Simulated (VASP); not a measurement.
# In: single point with PBEsol

Crystal: In.

```
CELL_PARAMETERS angstrom
1.68069 0.97035 8.26182
-1.68069 0.97035 8.26182
0.00000 -1.94070 8.26182
ATOMIC_POSITIONS crystal
In 0.22199 0.22199 0.22199
In 0.77801 0.77801 0.77801
In 0.00000 0.00000 0.00000
```

```
Program                : VASP 6.6.1
Task                   : single point
Functional             : PBEsol
Potentials or basis    : VASP PAW PBE potentials, release 64 (In_d)
Cutoff                 : 520 eV
k mesh                 : 9 × 9 × 9
Occupations            : fermi-dirac, width 0.05 eV
Spin                   : no spin polarisation
Dipole correction      : no
Further INCAR settings : ALGO = Fast; EDIFF = 1e-06; NBANDS = 26
```

- Pressure: -1.9 GPa
- Largest force: 0.029 eV/Å
- Band gap on the k mesh: zero (an odd number of electrons rules out a gap without spin polarisation)

Forces in eV/Å, atoms in the order of the input:
```
In   0.000  0.000 -0.029
In   0.000  0.000  0.029
In   0.000  0.000  0.000
```

Stress tensor (GPa, compression positive):
```
-1.71  0.00  0.00
 0.00 -1.71  0.00
 0.00  0.00 -2.24
```

Levels at points of the mesh, in eV from the Fermi level:
| k point | band 17 | band 18 | band 19 | band 20 | band 21 | band 22 |
| --- | --- | --- | --- | --- | --- | --- |
| (0.00, 0.00, 0.00) | -6.95 | -6.93 | 0.48 | 0.49 | 8.60 | 8.60 |

It took 18 min on 1 thread of Intel(R) Xeon(R) Platinum 8375C CPU @ 2.90GHz (Ice Lake), on a shared host, peak memory 0.56 GiB.

Caveat: the PAW data sets were made with another functional, which shifts forces and pressure a little; spin-orbit coupling is left out, which moves the levels of the heavy elements.
